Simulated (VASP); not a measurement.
Runs of VASP 6.6.1 on Ti. The structure is that of space group Fm-3m (No. 225), or close to it. The cells are those of the table. 

| cell | gap on the mesh (eV) | pressure (GPa) |
| --- | --- | --- |
| a = 2.880 Å, angles 60.0°, 1 atom | none | 3.1 |
| a = 2.852 Å, angles 60.0°, 1 atom | none | (b) |
| a = 2.822 Å, angles 60.0°, 1 atom | none | 11.0 |
| a = 2.909 Å, angles 60.0°, 1 atom | none | -0.1 |
| a = 2.936 Å, angles 60.0°, 1 atom | none | (a) |

Alike in all rows: task single point; level PBE; potentials or basis VASP PAW PBE potentials, release 64 (Ti_sv); no spin polarisation; k mesh 10 × 10 × 10; cutoff (eV) 500; smearing fermi-dirac 0.1 eV.

**Question.** Estimate the missing entries.

**Answer.** (a) -3.0; (b) 6.8.

A gap of «none» marks levels without a gap at the run's occupations.
